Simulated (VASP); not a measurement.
# BaF2 (Fm-3m) in VASP: further runs

The runs below take BaF2 through single point, with PBEsol.

Program: VASP 6.6.1. These are calculated values, not measurements. Logs are shortened: lines on timing, memory, paths and dates and some standing lists are left out, and cuts for length are marked.

## 1. The cell of the first run

The structure is cubic, space group Fm-3m (No. 225). The conventional cell has a = 6.138 Å, b = 6.138 Å, c = 6.138 Å, α = 90.00°, β = 90.00°, γ = 90.00°. Ba (site symmetry m-3m) has 8 F at 2.66 Å within 3.5 Å. Within 3.5 Å of F (site symmetry -43m) lie 4 Ba at 2.66 Å and 6 F at 3.07 Å.

## 2. Single point, PBEsol

Input file INCAR:

```
SYSTEM = BaF2
PREC = Accurate
ENCUT = 1350
EDIFF = 1E-6
ISMEAR = 0
SIGMA = 0.05
LREAL = .FALSE.
LASPH = .TRUE.
NELM = 120
ALGO = Normal
ISIF = 2
LWAVE = .FALSE.
LCHARG = .FALSE.
GGA = PS
NBANDS = 19
GGA_COMPAT = .FALSE.
```

Input file KPOINTS:

```
regular mesh
0
G
  6 6 6
  0 0 0
```

Input file POSCAR:

```
BaF2
1.0
    0.0000000000      3.0689008577      3.0689008577
    3.0689008577      0.0000000000      3.0689008577
    3.0689008577      3.0689008577      0.0000000000
Ba F
1 2
Direct
    0.0000000000      0.0000000000      0.0000000000
    0.2500000000      0.2500000000      0.2500000000
    0.7500000000      0.7500000000      0.7500000000
```

Potentials or basis: VASP PAW PBE potentials, release 64 (Ba_sv, F_h).

The run is started by

```sh
cat potpaw_PBE.64/Ba_sv/POTCAR potpaw_PBE.64/F_h/POTCAR > POTCAR
mpirun -np 1 vasp_std > vasp.out
```

OUTCAR:

```text
SYSTEM = BaF2
   PREC = Accurate
   ENCUT = 1350
   EDIFF = 1E-6
   ISMEAR = 0
   LREAL = .FALSE.
   LASPH = .TRUE.
   NELM = 120
   ISIF = 2
   GGA = PS

 ion  position               nearest neighbor table
   1  0.000  0.000  0.000-   3 2.66   3 2.66   3 2.66   2 2.66   3 2.66   2 2.66   2 2.66   2 2.66

   2  0.250  0.250  0.250-   1 2.66   1 2.66   1 2.66   1 2.66
   3  0.750  0.750  0.750-   1 2.66   1 2.66   1 2.66   1 2.66

  LATTYP: Found a face centered cubic cell.
 ALAT       =     6.1378017154

  Lattice vectors:

 A1 = (   0.0000000000,   3.0689008577,   3.0689008577)
 A2 = (   3.0689008577,   0.0000000000,   3.0689008577)
 A3 = (   3.0689008577,   3.0689008577,   0.0000000000)

Analysis of symmetry for initial positions (statically):
=====================================================================
 Subroutine PRICEL returns:
 Original cell was already a primitive cell.

 Routine SETGRP: Setting up the symmetry group for a
 face centered cubic supercell.

 Subroutine GETGRP returns: Found 48 space group operations
 (whereof 48 operations were pure point group operations)
 out of a pool of 48 trial point group operations.

The static configuration has the point symmetry O_h .

Analysis of symmetry for dynamics (positions and initial velocities):
=====================================================================
 Subroutine PRICEL returns:
 Original cell was already a primitive cell.

 Routine SETGRP: Setting up the symmetry group for a
 face centered cubic supercell.

 Subroutine GETGRP returns: Found 48 space group operations
 (whereof 48 operations were pure point group operations)
 out of a pool of 48 trial point group operations.

The dynamic configuration has the point symmetry O_h .

 Subroutine INISYM returns: Found 48 space group operations
 (whereof 48 operations are pure point group operations),
 and found     1 'primitive' translations

----------------------------------------------------------------------------------------

                                     Primitive cell

  volume of cell :      57.8068

  direct lattice vectors                    reciprocal lattice vectors
     0.000000000  3.068900858  3.068900858    -0.162924781  0.162924781  0.162924781
[... 75 lines left out ...]
   LSORBIT =      F    spin-orbit coupling
   LASPH  =      T    aspherical Exc in radial PAW
   ENCUT  = 1350.0 eV  99.22 Ry    9.96 a.u.  13.00 13.00 13.00*2*pi/ulx,y,z
   NELM   =    120;   NELMIN=  2; NELMDL= -5     # of ELM steps
   EDIFF  = 0.1E-05   stopping-criterion for ELM
   LREAL  =      F    real-space projection
   EDIFFG = 0.1E-04   stopping-criterion for IOM
   NSW    =      0    number of steps for IOM
   IBRION =     -1    ionic relax: 0-MD 1-quasi-New 2-CG
   NFREE  =      0    steps in history (QN), initial steepest desc. (CG)
   ISIF   =      2    stress and relaxation
   ISYM   =      2    0-nonsym 1-usesym 2-fastsym
   POTIM  = 0.5000    time-step for ionic-motion
   TEBEG  =    0.0;   TEEND  =   0.0 temperature during run
   PSTRESS=    0.0 pullay stress
   NELECT =      24.0000    total number of electrons
   NUPDOWN=      -1.0000    fix difference up-down
   EMIN   =  10.00;   EMAX   =-10.00  energy-range for DOS
   EFERMI =   0.00;   METHOD = LEGACY
   ISMEAR =     0;   SIGMA  =   0.05  broadening in eV -4-tet -1-fermi 0-gaus
   EFERMI_NEDOS =   21; number of points for ismear=-14 and -15
   IALGO  =     38    algorithm
   IMIX   =      4    mixing-type and parameters
     AMIX     =   0.40;   BMIX     =  1.00
     AMIX_MAG =   1.60;   BMIX_MAG =  1.00
  volume/ion in A,a.u.               =      19.27       130.03
  Fermi-wavevector in a.u.,A,eV,Ry     =   1.221291  2.307905 20.293783  1.491551
  Thomas-Fermi vector in A             =   2.356478
   LORBIT       =      0    0 simple, 1 ext, 2 COOP (PROOUT), +10 PAW based schemes
   GGA     = PS    functional components
   LHFCALC =     F    Hartree Fock is set to
   AEXX    =    0.0000 exact exchange contribution
   IVDW    =     0    specifies the selected vdW correction
   LEPSILON=     F    determine dielectric tensor
   LRPA    =     F    only Hartree local field effects (RPA)
 non-spin polarized calculation
 Gauss-broadening in eV      SIGMA  =   0.05
  energy-cutoff  :     1350.00
  volume of cell :       57.81
 maximum number of plane-waves:      6532
 NGX is ok and might be reduce to    54
   NGX = 25   NGY = 25   NGZ = 25

 number of electron      23.9999999 magnetization

 Free energy of the ion-electron system (eV)
  ---------------------------------------------------
  ext. energy  EPLUGINS =         0.00000000
  ---------------------------------------------------
  free energy    TOTEN  =       -17.64762821 eV

  energy without entropy =      -17.64762821  energy(sigma->0) =      -17.64762821

 E-fermi :  -1.4876     XC(G=0):  -9.0574

 val. band max:       -1.7838119928   @ k =  -0.1667   0.1667   0.0000
 cond. band min:       4.9898220545   @ k =   0.0000   0.0000   0.0000
 fundamental gap:      6.7736340472
 Fermi energy:        -1.4875879731

 k-point     1 :       0.0000    0.0000    0.0000
  band No.  band energies     occupation
      1     -24.7713      2.00000
      2     -20.6235      2.00000
      3     -20.5367      2.00000
      4      -9.5534      2.00000
      5      -9.5534      2.00000
      6      -9.5534      2.00000
[... 329 lines left out ...]
      6      -9.5200      2.00000
[... 11 lines left out ...]
     18      12.8802      0.00000
     19      13.1261      0.00000

------------------------ aborting loop because EDIFF is reached ----------------------------------------

  FORCE on cell =-STRESS in cart. coord.  units (eV):
  Direction    XX          YY          ZZ          XY          YZ          ZX
  --------------------------------------------------------------------------------------
  -------------------------------------------------------------------------------------
  Total        0.4203339      0.4203339      0.4203339      0.0000000     -0.0000000      0.0000000
  in kB       11.6500145     11.6500145     11.6500145      0.0000000     -0.0000000      0.0000000
  external PRESSURE =      11.6500145 kB  Pullay stress =       0.0000000 kB

 VOLUME and BASIS-vectors are now :
 -----------------------------------------------------------------------------
  energy-cutoff  :     1350.00
  volume of cell :       57.81
      direct lattice vectors                 reciprocal lattice vectors
     0.000000000  3.068900858  3.068900858    -0.162924781  0.162924781  0.162924781
     3.068900858  0.000000000  3.068900858     0.162924781 -0.162924781  0.162924781
     3.068900858  3.068900858  0.000000000     0.162924781  0.162924781 -0.162924781

 POSITION                                       TOTAL-FORCE (eV/Angst)
 -----------------------------------------------------------------------------------
      0.00000      0.00000      0.00000         0.000000     -0.000000      0.000000
      1.53445      1.53445      1.53445         0.000000      0.000000     -0.000000
      4.60335      4.60335      4.60335        -0.000000      0.000000      0.000000
 -----------------------------------------------------------------------------------
    total drift:                                0.000000      0.000000      0.000000

  FREE ENERGIE OF THE ION-ELECTRON SYSTEM (eV)
  ---------------------------------------------------
  free  energy   TOTEN  =       -17.6476282065 eV

  energy  without entropy=      -17.6476282065  energy(sigma->0) =      -17.64762821
```

stdout:

```text
POSCAR found type information on POSCAR BaF
 POSCAR found :  2 types and       3 ions
 scaLAPACK will be used
 -----------------------------------------------------------------------------
|                                                                             |
|                                                                             |
|     You enforced a specific xc type in the INCAR file but a different       |
|     I HOPE YOU KNOW WHAT YOU ARE DOING!                                     |
|                                                                             |
 -----------------------------------------------------------------------------

 LDA part: xc-table for (Slater+PW92), standard interpolation
 POSCAR, INCAR and KPOINTS ok, starting setup
 FFT: planning ... GRIDC
 FFT: planning ... GRID_SOFT
 FFT: planning ... GRID
 WAVECAR not read
 entering main loop
```

It took 73 s on 1 thread of Intel Xeon Platinum 8259CL at 2.50GHz (Skylake/Cascade Lake), shared host; peak memory 0.42 GiB.

What came out:

| Property | Result |
| --- | --- |
| Free energy | -17.6476 eV |
| Pressure | 1.2 GPa |
| Band gap on the k mesh | 6.77 eV (least direct gap 6.85 eV) |

Caveat: the PAW data sets were made with another functional, which shifts forces and pressure a little; spin-orbit coupling is left out, which moves the levels of the heavy elements.

## 3. Single point, PBEsol

Input file INCAR:

```
ALGO     = Normal         # electronic algorithm
EDIFF    = 1E-6           # SCF threshold, eV
ENCUT    = 1350           # plane-wave cutoff, eV
GGA      = PS             # functional
GGA_COMPAT= F            
ISIF     = 2              # what is computed and relaxed
ISMEAR   = 0              # smearing method
LASPH    = T              # aspherical terms in the spheres
LCHARG   = F              # write CHGCAR
LREAL    = F              # projectors in reciprocal space
LWAVE    = F              # write WAVECAR
NBANDS   = 19             # bands
NELM     = 120            # most SCF steps
PREC     = Accurate       # precision mode
SIGMA    = 0.02           # smearing width, eV
```

Input file KPOINTS:

```
k-points
0
Gamma
  6 6 6
```

Input file POSCAR:

```
BaF2
1.0
    0.0000000000      3.0689008514      3.0689008514
    3.0689008514      0.0000000000      3.0689008514
    3.0689008514      3.0689008514      0.0000000000
Ba F
1 2
Direct
    0.0000000000      0.0000000000      0.0000000000
    0.2500000000      0.2500000000      0.2500000000
    0.7500000000      0.7500000000      0.7500000000
```

Potentials or basis: VASP PAW PBE potentials, release 64 (Ba_sv, F_h).

The run is started by

```sh
cat potpaw_PBE.64/Ba_sv/POTCAR potpaw_PBE.64/F_h/POTCAR > POTCAR
mpirun -np 1 vasp_std > vasp.out
```

OUTCAR:

```text
EDIFF = 1E-6
   ENCUT = 1350
   GGA = PS
   ISIF = 2
   ISMEAR = 0
   LASPH = T
   LREAL = F
   NELM = 120
   PREC = Accurate

 ion  position               nearest neighbor table
   1  0.000  0.000  0.000-   3 2.66   3 2.66   3 2.66   2 2.66   3 2.66   2 2.66   2 2.66   2 2.66

   2  0.250  0.250  0.250-   1 2.66   1 2.66   1 2.66   1 2.66
   3  0.750  0.750  0.750-   1 2.66   1 2.66   1 2.66   1 2.66

  LATTYP: Found a face centered cubic cell.
 ALAT       =     6.1378017028

  Lattice vectors:

 A1 = (   0.0000000000,   3.0689008514,   3.0689008514)
 A2 = (   3.0689008514,   0.0000000000,   3.0689008514)
 A3 = (   3.0689008514,   3.0689008514,   0.0000000000)

Analysis of symmetry for initial positions (statically):
=====================================================================
 Subroutine PRICEL returns:
 Original cell was already a primitive cell.

 Routine SETGRP: Setting up the symmetry group for a
 face centered cubic supercell.

 Subroutine GETGRP returns: Found 48 space group operations
 (whereof 48 operations were pure point group operations)
 out of a pool of 48 trial point group operations.

The static configuration has the point symmetry O_h .

Analysis of symmetry for dynamics (positions and initial velocities):
=====================================================================
 Subroutine PRICEL returns:
 Original cell was already a primitive cell.

 Routine SETGRP: Setting up the symmetry group for a
 face centered cubic supercell.

 Subroutine GETGRP returns: Found 48 space group operations
 (whereof 48 operations were pure point group operations)
 out of a pool of 48 trial point group operations.

The dynamic configuration has the point symmetry O_h .

[... 105 lines left out ...]
   EFERMI =   0.00;   METHOD = LEGACY
   ISMEAR =     0;   SIGMA  =   0.02  broadening in eV -4-tet -1-fermi 0-gaus
   EFERMI_NEDOS =   21; number of points for ismear=-14 and -15
   IALGO  =     38    algorithm
   IMIX   =      4    mixing-type and parameters
     AMIX     =   0.40;   BMIX     =  1.00
     AMIX_MAG =   1.60;   BMIX_MAG =  1.00
  volume/ion in A,a.u.               =      19.27       130.03
  Fermi-wavevector in a.u.,A,eV,Ry     =   1.221291  2.307905 20.293784  1.491551
  Thomas-Fermi vector in A             =   2.356478
   LORBIT       =      0    0 simple, 1 ext, 2 COOP (PROOUT), +10 PAW based schemes
   GGA     = PS    functional components
   LHFCALC =     F    Hartree Fock is set to
   AEXX    =    0.0000 exact exchange contribution
   IVDW    =     0    specifies the selected vdW correction
   LEPSILON=     F    determine dielectric tensor
   LRPA    =     F    only Hartree local field effects (RPA)
 non-spin polarized calculation
 Gauss-broadening in eV      SIGMA  =   0.02
  energy-cutoff  :     1350.00
  volume of cell :       57.81
 maximum number of plane-waves:      6532
 NGX is ok and might be reduce to    54
   NGX = 25   NGY = 25   NGZ = 25

 number of electron      23.9999999 magnetization

 Free energy of the ion-electron system (eV)
  ---------------------------------------------------
  ext. energy  EPLUGINS =         0.00000000
  ---------------------------------------------------
  free energy    TOTEN  =       -17.64762820 eV

  energy without entropy =      -17.64762820  energy(sigma->0) =      -17.64762820

 E-fermi :  -1.6114     XC(G=0):  -9.0574

 val. band max:       -1.7838119652   @ k =  -0.1667   0.1667   0.0000
 cond. band min:       4.9898221231   @ k =   0.0000   0.0000   0.0000
 fundamental gap:      6.7736340883
 Fermi energy:        -1.6114461214

 k-point     1 :       0.0000    0.0000    0.0000
  band No.  band energies     occupation
      1     -24.7713      2.00000
      2     -20.6235      2.00000
      3     -20.5367      2.00000
      4      -9.5534      2.00000
      5      -9.5534      2.00000
      6      -9.5534      2.00000
[... 329 lines left out ...]
      6      -9.5200      2.00000
[... 11 lines left out ...]
     18      12.8802      0.00000
     19      13.1261      0.00000

------------------------ aborting loop because EDIFF is reached ----------------------------------------

  FORCE on cell =-STRESS in cart. coord.  units (eV):
  Direction    XX          YY          ZZ          XY          YZ          ZX
  --------------------------------------------------------------------------------------
  -------------------------------------------------------------------------------------
  Total        0.4203342      0.4203342      0.4203342     -0.0000000      0.0000000     -0.0000000
  in kB       11.6500206     11.6500206     11.6500206     -0.0000000      0.0000000     -0.0000000
  external PRESSURE =      11.6500206 kB  Pullay stress =       0.0000000 kB

 VOLUME and BASIS-vectors are now :
 -----------------------------------------------------------------------------
  energy-cutoff  :     1350.00
  volume of cell :       57.81
      direct lattice vectors                 reciprocal lattice vectors
     0.000000000  3.068900851  3.068900851    -0.162924781  0.162924781  0.162924781
     3.068900851  0.000000000  3.068900851     0.162924781 -0.162924781  0.162924781
     3.068900851  3.068900851  0.000000000     0.162924781  0.162924781 -0.162924781

 POSITION                                       TOTAL-FORCE (eV/Angst)
 -----------------------------------------------------------------------------------
      0.00000      0.00000      0.00000        -0.000000      0.000000     -0.000000
      1.53445      1.53445      1.53445         0.000000     -0.000000     -0.000000
      4.60335      4.60335      4.60335         0.000000      0.000000      0.000000
 -----------------------------------------------------------------------------------
    total drift:                                0.000000      0.000000      0.000000

  FREE ENERGIE OF THE ION-ELECTRON SYSTEM (eV)
  ---------------------------------------------------
  free  energy   TOTEN  =       -17.6476282043 eV

  energy  without entropy=      -17.6476282043  energy(sigma->0) =      -17.64762820
```

Run time: 1.8 min. Hardware: 1 thread of AMD EPYC 7R43 (Zen 3), shared host; peak memory 0.37 GiB.

What came out:

```
Free energy            : -17.6476 eV
Pressure               : 1.2 GPa
Band gap on the k mesh : 6.77 eV (least direct gap 6.85 eV)
```

Levels at points of the mesh, in eV from the valence-band top:
| k point | band 9 | band 10 | band 11 | band 12 | band 13 | band 14 | band 15 | band 16 |
| --- | --- | --- | --- | --- | --- | --- | --- | --- |
| (0.00, 0.00, 0.00) | -1.61 | -0.08 | -0.08 | -0.08 | 6.77 | 9.24 | 9.24 | 11.59 |
| (0.50, 0.00, 0.00) | -0.70 | -0.34 | -0.15 | -0.15 | 9.20 | 9.26 | 9.26 | 9.81 |
| (0.50, 0.50, 0.00) | -0.39 | -0.30 | -0.30 | -0.15 | 7.24 | 9.07 | 10.84 | 12.16 |

Caveat: the PAW data sets were made with another functional, which shifts forces and pressure a little; spin-orbit coupling is left out, which moves the levels of the heavy elements.
